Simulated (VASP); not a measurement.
The system is Pt.

```
Pt
1.0
     0.00000    1.96090    1.96090
     1.96090    0.00000    1.96090
     1.96090    1.96090    0.00000
Pt
1
Direct
  0.00000 0.00000 0.00000
```

| Item | Value |
| --- | --- |
| Program | VASP 6.6.1 |
| Task | relaxation of cell and atoms |
| Functional | PBE |
| Potentials or basis | VASP PAW PBE potentials, release 64 (Pt) |
| Cutoff | 600 eV |
| k mesh | 8 × 8 × 8 |
| Occupations | gaussian, width 0.05 eV |
| Spin | no spin polarisation |

At the start: pressure 8.9 GPa; volume 15.08 Å³/atom.

Problem. Where does the relaxation end?

Solution. Over 3 steps the energy falls by 13.1 meV/atom and the volume is 15.58 Å³/atom (+3.3 %); space group Fm-3m (No. 225, to 0.05 Å).

Step by step:
```
step  energy change (eV)  largest force (eV/Å)  pressure (GPa)  volume (Å³)
   1              0.0000                0.0000            8.87        15.08
   2              0.0695                0.0000          -16.76        16.98
   3             -0.0131                0.0000           -0.17        15.58
```

Final structure:
```
Pt
1.0
     0.00000    1.98239    1.98239
     1.98239    0.00000    1.98239
     1.98239    1.98239    0.00000
Pt
1
Direct
  0.00000 0.00000 0.00000
```
